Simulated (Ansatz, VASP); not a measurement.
**SnSe in VASP and in Ansatz**

```
Sn Se
1.0
     4.34172    0.00000    0.00000
     0.00000    4.34172    0.00000
     0.00000    0.00000   11.13532
Sn Se
2 2
Direct
  0.00000 0.50000 0.62777
  0.50000 0.00000 0.37223
  0.00000 0.50000 0.38396
  0.50000 0.00000 0.61604
```

Alike in both runs: task single point; functional r2SCAN; k mesh 6 × 6 × 3; occupations fermi-dirac, width 0.05 eV; no spin polarisation.

|  | VASP | Ansatz |
| --- | --- | --- |
| version | VASP 6.6.1 | Ansatz 0.2.0 |
| potentials or method | VASP PAW PBE potentials, release 64 (Sn_d, Se) | Ansatz PAW |
| plane-wave cutoff (eV) | 520 | 500 |
| valence electrons in the cell | 40 | 60 |

Ansatz gave:

- gap on the k mesh at the Fermi level (eV): 1.82
- least direct gap on the mesh (eV): 1.82
- rms of the force components (eV/Å): 0.138

Question: What did VASP give for the same quantities?

Answer: gap on the k mesh at the Fermi level (eV): 1.81; least direct gap on the mesh (eV): 1.81; rms of the force components (eV/Å): 0.132.

VASP's potentials were made for PBE, not for r2SCAN. Atom by atom the forces differ by 0.007 eV/Å (rms over components). The functional is the same, so the differences come from potentials, cutoffs and numerics. VASP's potentials hold 40 valence electrons a cell and Ansatz's 60, so a difference there can come from the potentials and not from the codes.

Noted on Ansatz's run: odd divisions of the mesh miss points on the zone boundary, where band edges often lie, so the gap on the mesh can be too wide.
